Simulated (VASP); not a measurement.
# Zn (P6/mmm) in VASP: notebook

Runs on Zn. Level: LDA. Tasks: single point.

Everything below comes from runs of VASP 6.6.1. Logs are shortened: lines on timing, memory, paths and dates and some standing lists are left out, and cuts for length are marked.

## 1. The cell of the first run

The structure is hexagonal, space group P6/mmm (No. 191). Conventional cell: a = 4.231 Å, b = 4.231 Å, c = 2.577 Å, α = 90.00°, β = 90.00°, γ = 120.00°. Zn (site symmetry 6/mmm) has 14 Zn at 2.58 to 2.76 Å within 3.4 Å. Within 3.2 Å of Zn (site symmetry -6m2) lie 11 Zn at 2.44 to 2.76 Å.

## 2. Single point, LDA (volume scaled by 0.96)

Contents of INCAR:

```
SYSTEM = Zn
ALGO     = Normal         ! electronic algorithm
EDIFF    = 1E-6           ! SCF threshold, eV
ENCUT    = 520            ! plane-wave cutoff, eV
GGA      = CA             ! functional
ISIF     = 2              ! what is computed and relaxed
ISMEAR   = -1             ! smearing method
LASPH    = .True.         ! aspherical terms in the spheres
LCHARG   = .True.         ! write CHGCAR
LELF     = .True.         ! ELF
LREAL    = .False.        ! projectors in reciprocal space
LVHAR    = .True.       
LWAVE    = .False.        ! write WAVECAR
NBANDS   = 25             ! bands
NELM     = 80             ! most SCF steps
PREC     = Accurate       ! precision mode
SIGMA    = 0.1            ! smearing width, eV
```

Contents of KPOINTS:

```
k-points
0
Gamma
  10 10 14
  0 0 0
```

Contents of POSCAR:

```
Zn
1.0
    4.2305594606      0.0000000000      0.0000000000
   -2.1152797303      3.6637719651      0.0000000000
    0.0000000000      0.0000000000      2.5768974339
Zn
3
Direct
    1.0000000000      1.0000000000      0.0000000000
    0.3333333333      0.6666666667      0.5000000000
    0.6666666667      0.3333333333      0.5000000000
```

Potentials or basis: VASP PAW LDA potentials, release 64 (Zn).

On the command line:

```sh
> cat potpaw_LDA.64/Zn/POTCAR > POTCAR
> mpirun -np 1 vasp_std > vasp.out
```

OUTCAR:

```text
SYSTEM = Zn
   EDIFF = 1E-6
   ENCUT = 520
   GGA = CA
   ISIF = 2
   ISMEAR = -1
   LASPH = .True.
   LREAL = .False.
   NELM = 80
   PREC = Accurate

 ion  position               nearest neighbor table
   1  0.000  0.000  0.000-   2 2.76   3 2.76   2 2.76   3 2.76   2 2.76   2 2.76   3 2.76   3 2.76
                             3 2.76   3 2.76   2 2.76   2 2.76
   2  0.333  0.667  0.500-   3 2.44   3 2.44   3 2.44   1 2.76   1 2.76   1 2.76   1 2.76   1 2.76
                             1 2.76
   3  0.667  0.333  0.500-   2 2.44   2 2.44   2 2.44   1 2.76   1 2.76   1 2.76   1 2.76   1 2.76
                             1 2.76

  LATTYP: Found a hexagonal cell.
 ALAT       =     4.2305594606
 C/A-ratio  =     0.6091150492

  Lattice vectors:

 A1 = (   4.2305594606,   0.0000000000,   0.0000000000)
 A2 = (  -2.1152797303,   3.6637719651,   0.0000000000)
 A3 = (   0.0000000000,   0.0000000000,   2.5768974339)

Analysis of symmetry for initial positions (statically):
=====================================================================
 Subroutine PRICEL returns:
 Original cell was already a primitive cell.

 Routine SETGRP: Setting up the symmetry group for a
 hexagonal supercell.

 Subroutine GETGRP returns: Found 24 space group operations
 (whereof 24 operations were pure point group operations)
 out of a pool of 24 trial point group operations.

The static configuration has the point symmetry D_6h.

Analysis of symmetry for dynamics (positions and initial velocities):
=====================================================================
 Subroutine PRICEL returns:
 Original cell was already a primitive cell.

 Routine SETGRP: Setting up the symmetry group for a
 hexagonal supercell.

 Subroutine GETGRP returns: Found 24 space group operations
 (whereof 24 operations were pure point group operations)
 out of a pool of 24 trial point group operations.

The dynamic configuration has the point symmetry D_6h.

 Subroutine INISYM returns: Found 24 space group operations
 (whereof 24 operations are pure point group operations),
 and found     1 'primitive' translations

----------------------------------------------------------------------------------------

                                     Primitive cell

  volume of cell :      39.9414

  direct lattice vectors                    reciprocal lattice vectors
     4.230559461  0.000000000  0.000000000     0.236375356  0.136471376  0.000000000
    -2.115279730  3.663771965  0.000000000     0.000000000  0.272942751  0.000000000
     0.000000000  0.000000000  2.576897434     0.000000000  0.000000000  0.388063563

  length of vectors
     4.230559461  4.230559461  2.576897434     0.272942751  0.272942751  0.388063563

  position of ions in fractional coordinates (direct lattice)
     0.000000000  0.000000000  0.000000000
     0.333333333  0.666666667  0.500000000
     0.666666667  0.333333333  0.500000000

  ion indices of the primitive-cell ions
   primitive index   ion index
                 1           1
                 2           2
                 3           3

----------------------------------------------------------------------------------------

 KPOINTS: k-points

Automatic generation of k-mesh.
 Grid dimensions read from file:
 generate k-points for:   10   10   14

 Generating k-lattice:

  Cartesian coordinates                     Fractional coordinates (reciprocal lattice)
     0.023637536  0.013647138  0.000000000     0.100000000  0.000000000  0.000000000
     0.000000000  0.027294275  0.000000000     0.000000000  0.100000000  0.000000000
     0.000000000  0.000000000  0.027718826     0.000000000  0.000000000  0.071428571

  Length of vectors
     0.027294275  0.027294275  0.027718826

  Shift w.r.t. Gamma in fractional coordinates (k-lattice)
     0.000000000  0.000000000  0.000000000

 Subroutine IBZKPT returns following result:
 ===========================================

 Found    112 irreducible k-points:

 Following reciprocal coordinates:
            Coordinates               Weight
  0.000000  0.000000  0.000000      1.000000
  0.100000 -0.000000  0.000000      6.000000
  0.200000 -0.000000  0.000000      6.000000
  0.300000 -0.000000  0.000000      6.000000
  0.400000 -0.000000  0.000000      6.000000
  0.500000 -0.000000  0.000000      3.000000
[... 16 lines left out ...]
  0.300000  0.100000  0.071429     24.000000
  0.400000  0.100000  0.071429     24.000000
 [... further k-points ...]
   k-points           NKPTS =    112   k-points in BZ     NKDIM =    112   number of bands    NBANDS=     25
   number of dos      NEDOS =    301   number of ions     NIONS =      3
   total plane-waves  NPLWV =  20480
   dimension x,y,z NGX =    32 NGY =   32 NGZ =   20
   dimension x,y,z NGXF=    64 NGYF=   64 NGZF=   40
   ions per type =               3
   NGX,Y,Z   is equivalent  to a cutoff of  12.57, 12.57, 12.90 a.u.
   NGXF,Y,Z  is equivalent  to a cutoff of  25.15, 25.15, 25.81 a.u.
 SYSTEM =  Zn
   PREC   = accura    normal or accurate (medium, high low for compatibility)
   ISTART =      0    job   : 0-new  1-cont  2-samecut
   ICHARG =      2    charge: 1-file 2-atom 10-const
   ISPIN  =      1    spin polarized calculation?
   LNONCOLLINEAR =      F non collinear calculations
   LSORBIT =      F    spin-orbit coupling
   LASPH  =      T    aspherical Exc in radial PAW
   ENCUT  =  520.0 eV  38.22 Ry    6.18 a.u.   7.87  7.87  4.79*2*pi/ulx,y,z
   NELM   =     80;   NELMIN=  2; NELMDL= -5     # of ELM steps
   EDIFF  = 0.1E-05   stopping-criterion for ELM
   LREAL  =      F    real-space projection
   EDIFFG = 0.1E-04   stopping-criterion for IOM
   NSW    =      0    number of steps for IOM
   IBRION =     -1    ionic relax: 0-MD 1-quasi-New 2-CG
   NFREE  =      0    steps in history (QN), initial steepest desc. (CG)
   ISIF   =      2    stress and relaxation
   ISYM   =      2    0-nonsym 1-usesym 2-fastsym
   POTIM  = 0.5000    time-step for ionic-motion
   TEBEG  =    0.0;   TEEND  =   0.0 temperature during run
   PSTRESS=    0.0 pullay stress
   NELECT =      36.0000    total number of electrons
   NUPDOWN=      -1.0000    fix difference up-down
   EMIN   =  10.00;   EMAX   =-10.00  energy-range for DOS
   EFERMI =   0.00;   METHOD = LEGACY
   ISMEAR =    -1;   SIGMA  =   0.10  broadening in eV -4-tet -1-fermi 0-gaus
   EFERMI_NEDOS =   21; number of points for ismear=-14 and -15
   IALGO  =     38    algorithm
   IMIX   =      4    mixing-type and parameters
     AMIX     =   0.40;   BMIX     =  1.00
     AMIX_MAG =   1.60;   BMIX_MAG =  1.00
  volume/ion in A,a.u.               =      13.31        89.85
  Fermi-wavevector in a.u.,A,eV,Ry     =   1.581374  2.988363 34.024676  2.500743
  Thomas-Fermi vector in A             =   2.681459
   LORBIT       =      0    0 simple, 1 ext, 2 COOP (PROOUT), +10 PAW based schemes
   GGA     = CA    functional components
   LHFCALC =     F    Hartree Fock is set to
   AEXX    =    0.0000 exact exchange contribution
   IVDW    =     0    specifies the selected vdW correction
   LEPSILON=     F    determine dielectric tensor
   LRPA    =     F    only Hartree local field effects (RPA)
 non-spin polarized calculation
  energy-cutoff  :      520.00
  volume of cell :       39.94
 maximum number of plane-waves:      1095
 NGX is ok and might be reduce to    32
   NGX = 15   NGY = 15   NGZ =  9

 number of electron      35.9999974 magnetization

 Free energy of the ion-electron system (eV)
  ---------------------------------------------------
  ext. energy  EPLUGINS =         0.00000000
  ---------------------------------------------------
  free energy    TOTEN  =        -5.27783243 eV

  energy without entropy =       -5.25463570  energy(sigma->0) =       -5.26623406

 E-fermi :   4.1267     XC(G=0): -12.6182

 val. band max:        4.0603645672   @ k =   0.5000  -0.0000   0.4286
 cond. band min:       4.1670328191   @ k =   0.3000  -0.0000   0.2143
 fundamental gap:      0.1066682519
 Fermi energy:         4.1266881268

 k-point     1 :       0.0000    0.0000    0.0000
  band No.  band energies     occupation
      1      -7.6014      2.00000
      2      -5.0789      2.00000
      3      -4.4473      2.00000
      4      -4.3868      2.00000
      5      -4.3868      2.00000
      6      -4.3517      2.00000
[... 17 lines left out ...]
     24      19.0396      0.00000
     25      25.3385      0.00000

 k-point     2 :       0.1000   -0.0000    0.0000
  band No.  band energies     occupation
      1      -7.4847      2.00000
      2      -5.0631      2.00000
      3      -4.5562      2.00000
      4      -4.4863      2.00000
      5      -4.4669      2.00000
      6      -4.3683      2.00000
[... 17 lines left out ...]
     24      19.0978      0.00000
     25      23.6702      0.00000

 k-point     3 :       0.2000   -0.0000    0.0000
  band No.  band energies     occupation
      1      -7.1400      2.00000
      2      -5.0267      2.00000
      3      -4.7648      2.00000
      4      -4.5676      2.00000
      5      -4.5321      2.00000
      6      -4.3985      2.00000
[... 17 lines left out ...]
     24      19.2481      0.00000
     25      20.9406      0.00000

 k-point     4 :       0.3000   -0.0000    0.0000
  band No.  band energies     occupation
      1      -6.5888      2.00000
      2      -5.0548      2.00000
      3      -4.8639      2.00000
      4      -4.6153      2.00000
      5      -4.6032      2.00000
      6      -4.4539      2.00000
[... 17 lines left out ...]
     24      18.2032      0.00000
     25      18.3017      0.00000
[... 477 lines left out ...]
 k-point    22 :       0.2000    0.1000    0.0714
  band No.  band energies     occupation
      1      -6.6936      2.00000
      2      -4.9699      2.00000
      3      -4.8183      2.00000
      4      -4.7144      2.00000
      5      -4.4958      2.00000
      6      -4.3710      2.00000
[... 17 lines left out ...]
     24      18.2099      0.00000
     25      19.6712      0.00000

 k-point    23 :       0.3000    0.1000    0.0714
  band No.  band energies     occupation
      1      -6.0791      2.00000
      2      -5.0735      2.00000
      3      -4.8247      2.00000
      4      -4.7424      2.00000
      5      -4.5492      2.00000
      6      -4.4329      2.00000
[... 17 lines left out ...]
     24      15.6325      0.00000
     25      18.1466      0.00000

 k-point    24 :       0.4000    0.1000    0.0714
  band No.  band energies     occupation
      1      -5.4417      2.00000
      2      -5.1448      2.00000
      3      -4.9415      2.00000
      4      -4.6750      2.00000
      5      -4.5968      2.00000
      6      -4.5172      2.00000
[... 17 lines left out ...]
     24      16.2010      0.00000
     25      16.3801      0.00000

 [... further k-points ...]

------------------------ aborting loop because EDIFF is reached ----------------------------------------

  FORCE on cell =-STRESS in cart. coord.  units (eV):
  Direction    XX          YY          ZZ          XY          YZ          ZX
  --------------------------------------------------------------------------------------
  -------------------------------------------------------------------------------------
  Total        1.1253781      1.1253781      1.3778486      0.0000000     -0.0000000      0.0000000
  in kB       45.1425076     45.1425076     55.2699050      0.0000000     -0.0000000      0.0000000
  external PRESSURE =      48.5183067 kB  Pullay stress =       0.0000000 kB

 VOLUME and BASIS-vectors are now :
 -----------------------------------------------------------------------------
  energy-cutoff  :      520.00
  volume of cell :       39.94
      direct lattice vectors                 reciprocal lattice vectors
     4.230559461  0.000000000  0.000000000     0.236375356  0.136471376  0.000000000
    -2.115279730  3.663771965  0.000000000     0.000000000  0.272942751  0.000000000
     0.000000000  0.000000000  2.576897434     0.000000000  0.000000000  0.388063563

 POSITION                                       TOTAL-FORCE (eV/Angst)
 -----------------------------------------------------------------------------------
      0.00000      0.00000      0.00000        -0.000000      0.000000      0.000000
     -0.00000      2.44251      1.28845        -0.000000     -0.000000      0.000000
      2.11528      1.22126      1.28845         0.000000      0.000000     -0.000000
 -----------------------------------------------------------------------------------
    total drift:                               -0.000000      0.000000      0.000000

  FREE ENERGIE OF THE ION-ELECTRON SYSTEM (eV)
  ---------------------------------------------------
  free  energy   TOTEN  =        -5.2778324252 eV

  energy  without entropy=       -5.2546356991  energy(sigma->0) =       -5.26623406
```

Run time: 2.4 min. Hardware: 1 thread of AMD EPYC 7R13, shared host; peak memory 0.17 GiB.

Results:

* Free energy: -5.2778 eV
* Pressure: 4.9 GPa
* Band gap on the k mesh: zero (band 18 reaches 8.55 eV, above the bottom of band 19 at 3.04 eV)

Caveat: the cell differs from its parent crystal (volume scaled by 0.96).

## 3. Single point, LDA

This run uses another cell than the first one, of 13.87 Å³/atom, 1.042 times its volume.

Contents of INCAR:

```
PREC = Accurate
ENCUT = 520
EDIFF = 1E-6
ISMEAR = -1
SIGMA = 0.1
LREAL = False
LASPH = True
NELM = 60
ALGO = Normal
ISIF = 2
LWAVE = False
LCHARG = True
GGA = CA
LELF = True
LVHAR = True
NBANDS = 25
```

Contents of KPOINTS:

```
Automatic mesh
0
Gamma
  10 10 14
```

Contents of POSCAR:

```
Zn
1.0
    4.2885195323      0.0000000000      0.0000000000
   -2.1442597661      3.7139668596      0.0000000000
    0.0000000000      0.0000000000      2.6122017858
Zn
3
Direct
    1.0000000000      1.0000000000      0.0000000000
    0.3333333333      0.6666666667      0.5000000000
    0.6666666667      0.3333333333      0.5000000000
```

Potentials or basis: VASP PAW LDA potentials, release 64 (Zn).

On the command line:

```sh
> cat potpaw_LDA.64/Zn/POTCAR > POTCAR
> mpirun -np 1 vasp_std > vasp.out
```

OUTCAR:

```text
PREC = Accurate
   ENCUT = 520
   EDIFF = 1E-6
   ISMEAR = -1
   LREAL = False
   LASPH = True
   NELM = 60
   ISIF = 2
   GGA = CA

 ion  position               nearest neighbor table
   1  0.000  0.000  0.000-   2 2.80   3 2.80   2 2.80   3 2.80   2 2.80   2 2.80   3 2.80   3 2.80
                             3 2.80   3 2.80   2 2.80   2 2.80
   2  0.333  0.667  0.500-   3 2.48   3 2.48   3 2.48   1 2.80   1 2.80   1 2.80   1 2.80   1 2.80
                             1 2.80
   3  0.667  0.333  0.500-   2 2.48   2 2.48   2 2.48   1 2.80   1 2.80   1 2.80   1 2.80   1 2.80
                             1 2.80

  LATTYP: Found a hexagonal cell.
 ALAT       =     4.2885195323
 C/A-ratio  =     0.6091150492

  Lattice vectors:

 A1 = (   4.2885195323,   0.0000000000,   0.0000000000)
 A2 = (  -2.1442597661,   3.7139668596,   0.0000000000)
 A3 = (   0.0000000000,   0.0000000000,   2.6122017858)

Analysis of symmetry for initial positions (statically):
=====================================================================
 Subroutine PRICEL returns:
 Original cell was already a primitive cell.

 Routine SETGRP: Setting up the symmetry group for a
 hexagonal supercell.

[... 167 lines left out ...]

 E-fermi :   3.7472     XC(G=0): -12.3915

 val. band max:        3.7425770050   @ k =   0.3000   0.0000   0.2143
 cond. band min:       3.8103837924   @ k =   0.3000   0.0000   0.3571
 fundamental gap:      0.0678067874
 Fermi energy:         3.7471589750

 k-point     1 :       0.0000    0.0000    0.0000
  band No.  band energies     occupation
      1      -7.5767      2.00000
      2      -5.2168      2.00000
      3      -4.6317      2.00000
      4      -4.5676      2.00000
      5      -4.5676      2.00000
      6      -4.5470      2.00000
[... 661 lines left out ...]
     24      15.5120      0.00000
     25      15.7275      0.00000

 [... further k-points ...]

------------------------ aborting loop because EDIFF is reached ----------------------------------------

  FORCE on cell =-STRESS in cart. coord.  units (eV):
  Direction    XX          YY          ZZ          XY          YZ          ZX
  --------------------------------------------------------------------------------------
  -------------------------------------------------------------------------------------
  Total        0.0693703      0.0693703      0.3392990      0.0000000      0.0000000      0.0000000
  in kB        2.6713586      2.6713586     13.0659493      0.0000000      0.0000000      0.0000000
  external PRESSURE =       6.1362222 kB  Pullay stress =       0.0000000 kB

 VOLUME and BASIS-vectors are now :
 -----------------------------------------------------------------------------
  energy-cutoff  :      520.00
  volume of cell :       41.61
      direct lattice vectors                 reciprocal lattice vectors
     4.288519532  0.000000000  0.000000000     0.233180703  0.134626942  0.000000000
    -2.144259766  3.713966860  0.000000000     0.000000000  0.269253883  0.000000000
     0.000000000  0.000000000  2.612201786     0.000000000  0.000000000  0.382818818

 POSITION                                       TOTAL-FORCE (eV/Angst)
 -----------------------------------------------------------------------------------
      0.00000      0.00000      0.00000         0.000000      0.000000      0.000000
     -0.00000      2.47598      1.30610         0.000000      0.000000      0.000000
      2.14426      1.23799      1.30610        -0.000000      0.000000     -0.000000
 -----------------------------------------------------------------------------------
    total drift:                               -0.000000      0.000000      0.000000

  FREE ENERGIE OF THE ION-ELECTRON SYSTEM (eV)
  ---------------------------------------------------
  free  energy   TOTEN  =        -5.3047511561 eV

  energy  without entropy=       -5.2799458719  energy(sigma->0) =       -5.29234851
```

OSZICAR:

```text
N       E                     dE             d eps       ncg     rms          rms(c)
DAV:   1     0.194680884841E+03    0.19468E+03   -0.18321E+04  5840   0.237E+03
DAV:   2     0.480751953067E+01   -0.18987E+03   -0.18419E+03  5664   0.362E+02
DAV:   3    -0.565644912319E+01   -0.10464E+02   -0.10385E+02  6136   0.973E+01
DAV:   4    -0.574645963617E+01   -0.90011E-01   -0.89974E-01  6536   0.957E+00
DAV:   5    -0.574659231715E+01   -0.13268E-03   -0.13268E-03  6490   0.316E-01    0.621E+00
DAV:   6    -0.534860467745E+01    0.39799E+00   -0.16166E+00  6631   0.243E+01    0.447E+00
DAV:   7    -0.531838960026E+01    0.30215E-01   -0.73708E-02  6621   0.411E+00    0.223E+00
DAV:   8    -0.530478395700E+01    0.13606E-01   -0.42881E-03  8619   0.128E+00    0.716E-02
DAV:   9    -0.530474646725E+01    0.37490E-04   -0.66181E-04  7079   0.539E-01    0.380E-02
DAV:  10    -0.530475052183E+01   -0.40546E-05   -0.93429E-05  6866   0.995E-02    0.153E-02
DAV:  11    -0.530475111926E+01   -0.59743E-06   -0.13308E-05  6050   0.509E-02    0.421E-03
DAV:  12    -0.530475115612E+01   -0.36855E-07   -0.71891E-07  3343   0.234E-02
   1 F= -.53047512E+01 E0= -.52923485E+01  d E =-.248053E-01
```

Wall time 2.2 min (1 thread of AMD EPYC 7R13, shared host); peak memory 0.17 GiB.

Results:

```
Free energy            : -5.3048 eV
Pressure               : 0.6 GPa
Band gap on the k mesh : zero (band 18 reaches 8.12 eV, above the bottom of band 19 at 2.69 eV)
```

[end of part 1 of 2]
